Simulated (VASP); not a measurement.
A run of VASP 6.6.1 is set up as follows.

The input INCAR:

```
ALGO = Normal
EDIFF = 1E-6
ENCUT = 520
ISIF = 2
ISMEAR = -1
LASPH = True
LCHARG = True
LELF = True
LREAL = False
LVHAR = True
LWAVE = False
NBANDS = 18
NELM = 100
PREC = Accurate
SIGMA = 0.05
```

KPOINTS

```
k-points
0
Gamma
  12 12 12
```

File POSCAR:

```
Si2W
1.0
   -1.5961151113      1.5961151113      3.8886743761
    1.5961151113     -1.5961151113      3.8886743761
    1.5961151113      1.5961151113     -3.8886743761
W Si
1 2
Direct
    0.0000000000      0.0000000000      0.0000000000
    0.6653000000      0.6653000000      0.0000000000
    0.3347000000      0.3347000000      0.0000000000
```

Potentials or basis: VASP PAW LDA potentials, release 64 (W_sv, Si).

Command:

```console
$ cat potpaw_LDA.64/W_sv/POTCAR potpaw_LDA.64/Si/POTCAR > POTCAR
$ mpirun -np 1 vasp_std > vasp.out
```

(1) Estimate the largest force.

(2) Predict the pressure.

Answers

(1) 0.015 eV/Å.

(2) -0.4 GPa.
